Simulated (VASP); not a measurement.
# K (Pm-3m) in VASP: single point with PBEsol

Aim: the single point of K with PBEsol.

Program: VASP 6.6.1. These are calculated values, not measurements. Logs are shortened: lines on timing, memory, paths and dates and some standing lists are left out, and cuts for length are marked.

## 1. The cell of the first run

Symmetry: Pm-3m, No. 221, cubic system. Conventional cell: a = 4.178 Å, b = 4.178 Å, c = 4.178 Å, α = 90.00°, β = 90.00°, γ = 90.00°. K (site symmetry m-3m) has 6 K at 4.18 Å within 5.5 Å.

## 2. Single point, PBEsol

File INCAR:

```
SYSTEM = K
PREC = Accurate ; ENCUT = 520
EDIFF = 1E-6 ; ISMEAR = 1
SIGMA = 0.15 ; LREAL = .FALSE.
LASPH = .TRUE. ; NELM = 60
ALGO = Normal ; ISIF = 2
LWAVE = .FALSE. ; LCHARG = .FALSE.
GGA = PS ; NBANDS = 10
```

File KPOINTS:

```
regular mesh
0
G
  6 6 6
  0 0 0
```

File POSCAR:

```
K
1.0
    4.1779540000      0.0000000000      0.0000000000
    0.0000000000      4.1779540000      0.0000000000
    0.0000000000      0.0000000000      4.1779540000
K
1
Direct
    0.5000000000      0.5000000000      0.5000000000
```

Potentials or basis: VASP PAW PBE potentials, release 64 (K_sv).

Started as:

```bash
$ cat potpaw_PBE.64/K_sv/POTCAR > POTCAR
$ mpirun -np 1 vasp_std > vasp.out
```

OUTCAR:

```text
SYSTEM = K
   PREC = Accurate
   ENCUT = 520
   EDIFF = 1E-6
   ISMEAR = 1
   LREAL = .FALSE.
   LASPH = .TRUE.
   NELM = 60
   ISIF = 2
   GGA = PS

 ion  position               nearest neighbor table
   1  0.500  0.500  0.500-

  LATTYP: Found a simple cubic cell.
 ALAT       =     4.1779540000

  Lattice vectors:

 A1 = (   4.1779540000,   0.0000000000,   0.0000000000)
 A2 = (   0.0000000000,   4.1779540000,   0.0000000000)
 A3 = (   0.0000000000,   0.0000000000,   4.1779540000)

Analysis of symmetry for initial positions (statically):
=====================================================================
 Subroutine PRICEL returns:
 Original cell was already a primitive cell.

 Routine SETGRP: Setting up the symmetry group for a
 simple cubic supercell.

 Subroutine GETGRP returns: Found 48 space group operations
 (whereof 48 operations were pure point group operations)
 out of a pool of 48 trial point group operations.

The static configuration has the point symmetry O_h .

Analysis of symmetry for dynamics (positions and initial velocities):
=====================================================================
 Subroutine PRICEL returns:
 Original cell was already a primitive cell.

 Routine SETGRP: Setting up the symmetry group for a
 simple cubic supercell.

 Subroutine GETGRP returns: Found 48 space group operations
 (whereof 48 operations were pure point group operations)
 out of a pool of 48 trial point group operations.

The dynamic configuration has the point symmetry O_h .

 Subroutine INISYM returns: Found 48 space group operations
 (whereof 48 operations are pure point group operations),
 and found     1 'primitive' translations

----------------------------------------------------------------------------------------

                                     Primitive cell

  volume of cell :      72.9274

  direct lattice vectors                    reciprocal lattice vectors
     4.177954000  0.000000000  0.000000000     0.239351606  0.000000000  0.000000000
     0.000000000  4.177954000  0.000000000     0.000000000  0.239351606  0.000000000
     0.000000000  0.000000000  4.177954000     0.000000000  0.000000000  0.239351606

  length of vectors
     4.177954000  4.177954000  4.177954000     0.239351606  0.239351606  0.239351606

  position of ions in fractional coordinates (direct lattice)
     0.500000000  0.500000000  0.500000000

  ion indices of the primitive-cell ions
   primitive index   ion index
                 1           1

----------------------------------------------------------------------------------------

 KPOINTS: regular mesh

Automatic generation of k-mesh.
 Grid dimensions read from file:
 generate k-points for:    6    6    6

 Generating k-lattice:

  Cartesian coordinates                     Fractional coordinates (reciprocal lattice)
     0.039891934  0.000000000  0.000000000     0.166666667  0.000000000  0.000000000
     0.000000000  0.039891934  0.000000000     0.000000000  0.166666667  0.000000000
     0.000000000  0.000000000  0.039891934     0.000000000  0.000000000  0.166666667

  Length of vectors
     0.039891934  0.039891934  0.039891934

  Shift w.r.t. Gamma in fractional coordinates (k-lattice)
     0.000000000  0.000000000  0.000000000

 Subroutine IBZKPT returns following result:
 ===========================================

 Found     20 irreducible k-points:

 Following reciprocal coordinates:
            Coordinates               Weight
  0.000000  0.000000  0.000000      1.000000
  0.166667  0.000000  0.000000      6.000000
  0.333333  0.000000  0.000000      6.000000
  0.500000  0.000000  0.000000      3.000000
  0.166667  0.166667  0.000000     12.000000
  0.333333  0.166667  0.000000     24.000000
[... 12 lines left out ...]
  0.500000  0.500000  0.333333      6.000000
  0.500000  0.500000  0.500000      1.000000
   k-points           NKPTS =     20   k-points in BZ     NKDIM =     20   number of bands    NBANDS=     10
   number of dos      NEDOS =    301   number of ions     NIONS =      1
   total plane-waves  NPLWV =  32768
   dimension x,y,z NGX =    32 NGY =   32 NGZ =   32
   dimension x,y,z NGXF=    64 NGYF=   64 NGZF=   64
   ions per type =               1
   NGX,Y,Z   is equivalent  to a cutoff of  12.73, 12.73, 12.73 a.u.
   NGXF,Y,Z  is equivalent  to a cutoff of  25.47, 25.47, 25.47 a.u.
 SYSTEM =  K
   PREC   = accura    normal or accurate (medium, high low for compatibility)
   ISTART =      0    job   : 0-new  1-cont  2-samecut
   ICHARG =      2    charge: 1-file 2-atom 10-const
   ISPIN  =      1    spin polarized calculation?
   LNONCOLLINEAR =      F non collinear calculations
   LSORBIT =      F    spin-orbit coupling
   LASPH  =      T    aspherical Exc in radial PAW
   ENCUT  =  520.0 eV  38.22 Ry    6.18 a.u.   7.77  7.77  7.77*2*pi/ulx,y,z
   NELM   =     60;   NELMIN=  2; NELMDL= -5     # of ELM steps
   EDIFF  = 0.1E-05   stopping-criterion for ELM
   LREAL  =      F    real-space projection
   EDIFFG = 0.1E-04   stopping-criterion for IOM
   NSW    =      0    number of steps for IOM
   IBRION =     -1    ionic relax: 0-MD 1-quasi-New 2-CG
   NFREE  =      0    steps in history (QN), initial steepest desc. (CG)
   ISIF   =      2    stress and relaxation
   ISYM   =      2    0-nonsym 1-usesym 2-fastsym
   POTIM  = 0.5000    time-step for ionic-motion
   TEBEG  =    0.0;   TEEND  =   0.0 temperature during run
   PSTRESS=    0.0 pullay stress
   NELECT =       9.0000    total number of electrons
   NUPDOWN=      -1.0000    fix difference up-down
   EMIN   =  10.00;   EMAX   =-10.00  energy-range for DOS
   EFERMI =   0.00;   METHOD = LEGACY
   ISMEAR =     1;   SIGMA  =   0.15  broadening in eV -4-tet -1-fermi 0-gaus
   EFERMI_NEDOS =   21; number of points for ismear=-14 and -15
   IALGO  =     38    algorithm
   IMIX   =      4    mixing-type and parameters
     AMIX     =   0.40;   BMIX     =  1.00
     AMIX_MAG =   1.60;   BMIX_MAG =  1.00
  volume/ion in A,a.u.               =      72.93       492.14
  Fermi-wavevector in a.u.,A,eV,Ry     =   0.815065  1.540249  9.038762  0.664330
  Thomas-Fermi vector in A             =   1.925085
   LORBIT       =      0    0 simple, 1 ext, 2 COOP (PROOUT), +10 PAW based schemes
   GGA     = PS    functional components
   LHFCALC =     F    Hartree Fock is set to
   AEXX    =    0.0000 exact exchange contribution
   IVDW    =     0    specifies the selected vdW correction
   LEPSILON=     F    determine dielectric tensor
   LRPA    =     F    only Hartree local field effects (RPA)
 non-spin polarized calculation
 Methfessel and Paxton  Order N= 1 SIGMA  =   0.15
  energy-cutoff  :      520.00
  volume of cell :       72.93
 maximum number of plane-waves:      1984
 NGX is ok and might be reduce to    32
   NGX = 15   NGY = 15   NGZ = 15

 number of electron       8.9999999 magnetization

 Free energy of the ion-electron system (eV)
  ---------------------------------------------------
  ext. energy  EPLUGINS =         0.00000000
  ---------------------------------------------------
  free energy    TOTEN  =        -1.01674426 eV

  energy without entropy =       -1.01453223  energy(sigma->0) =       -1.01600692

 E-fermi :  -0.0547     XC(G=0):  -5.7122

 val. band max:       -0.0576725607   @ k =   0.3333   0.3333   0.1667
 cond. band min:       0.0605790883   @ k =   0.5000   0.0000   0.0000
 fundamental gap:      0.1182516490
 Fermi energy:        -0.0546595655

 k-point     1 :       0.0000    0.0000    0.0000
  band No.  band energies     occupation
      1     -32.2901      2.00000
      2     -15.7813      2.00000
      3     -15.7813      2.00000
      4     -15.7813      2.00000
      5      -2.2995      2.00000
      6       2.7750     -0.00000
      7       2.7750     -0.00000
      8       6.2451      0.00000
      9       6.2451      0.00000
     10       6.2452      0.00000

 k-point     2 :       0.1667    0.0000    0.0000
  band No.  band energies     occupation
      1     -32.2885      2.00000
      2     -15.8104      2.00000
      3     -15.7788      2.00000
      4     -15.7788      2.00000
      5      -2.0250      2.00000
      6       2.4951     -0.00000
      7       2.9069     -0.00000
      8       5.4879      0.00000
      9       5.4879      0.00000
     10       5.8980      0.00000

 k-point     3 :       0.3333    0.0000    0.0000
  band No.  band energies     occupation
      1     -32.2853      2.00000
      2     -15.8678      2.00000
      3     -15.7739      2.00000
      4     -15.7739      2.00000
      5      -1.2427      2.00000
      6       1.3747     -0.00000
      7       3.2179      0.00000
      8       4.8667      0.00000
      9       4.8667      0.00000
     10       6.1469      0.00000

 k-point     4 :       0.5000    0.0000    0.0000
  band No.  band energies     occupation
      1     -32.2837      2.00000
      2     -15.8962      2.00000
      3     -15.7714      2.00000
      4     -15.7714      2.00000
      5      -0.1529      1.88646
      6       0.0606      0.03705
      7       3.4087      0.00000
      8       4.6455      0.00000
      9       4.6455      0.00000
     10       6.4009      0.00000
[... 170 lines left out ...]
 k-point    18 :       0.5000    0.3333    0.3333
  band No.  band energies     occupation
      1     -32.2745      2.00000
      2     -15.8744      2.00000
      3     -15.8455      2.00000
      4     -15.8435      2.00000
      5       1.2303     -0.00000
      6       1.8067     -0.00000
      7       2.5645     -0.00000
      8       3.9391      0.00000
      9       4.0630      0.00000
     10       4.4862      0.00000

 k-point    19 :       0.5000    0.5000    0.3333
  band No.  band energies     occupation
      1     -32.2730      2.00000
      2     -15.8708      2.00000
      3     -15.8708      2.00000
      4     -15.8413      2.00000
      5       1.7026     -0.00000
      6       2.1703     -0.00000
      7       2.1703     -0.00000
      8       3.5658      0.00000
      9       4.6222      0.00000
     10       4.6222      0.00000

 k-point    20 :       0.5000    0.5000    0.5000
  band No.  band energies     occupation
      1     -32.2714      2.00000
      2     -15.8673      2.00000
      3     -15.8673      2.00000
      4     -15.8673      2.00000
      5       2.1602     -0.00000
      6       2.1602     -0.00000
      7       2.1602     -0.00000
      8       4.2751      0.00000
      9       4.5018      0.00000
     10       4.5018      0.00000

------------------------ aborting loop because EDIFF is reached ----------------------------------------

  FORCE on cell =-STRESS in cart. coord.  units (eV):
  Direction    XX          YY          ZZ          XY          YZ          ZX
  --------------------------------------------------------------------------------------
  -------------------------------------------------------------------------------------
  Total        0.0461515      0.0461515      0.0461515      0.0000000      0.0000000     -0.0000000
  in kB        1.0139234      1.0139234      1.0139234      0.0000000      0.0000000     -0.0000000
  external PRESSURE =       1.0139234 kB  Pullay stress =       0.0000000 kB

 VOLUME and BASIS-vectors are now :
 -----------------------------------------------------------------------------
  energy-cutoff  :      520.00
  volume of cell :       72.93
      direct lattice vectors                 reciprocal lattice vectors
     4.177954000  0.000000000  0.000000000     0.239351606  0.000000000  0.000000000
     0.000000000  4.177954000  0.000000000     0.000000000  0.239351606  0.000000000
     0.000000000  0.000000000  4.177954000     0.000000000  0.000000000  0.239351606

 POSITION                                       TOTAL-FORCE (eV/Angst)
 -----------------------------------------------------------------------------------
      2.08898      2.08898      2.08898         0.000000      0.000000      0.000000
 -----------------------------------------------------------------------------------
    total drift:                                0.000000     -0.000000     -0.000000

  FREE ENERGIE OF THE ION-ELECTRON SYSTEM (eV)
  ---------------------------------------------------
  free  energy   TOTEN  =        -1.0167442605 eV

  energy  without entropy=       -1.0145322274  energy(sigma->0) =       -1.01600692
```

Wall time 6.9 s (1 thread of Intel Xeon Platinum 8375C at 2.90GHz (Ice Lake), shared host); peak memory 0.17 GiB.

Results:

```yaml
Free_energy: -1.0167 eV
Pressure: 0.1 GPa
```

Caveat: the PAW data sets were made with another functional, which shifts forces and pressure a little.
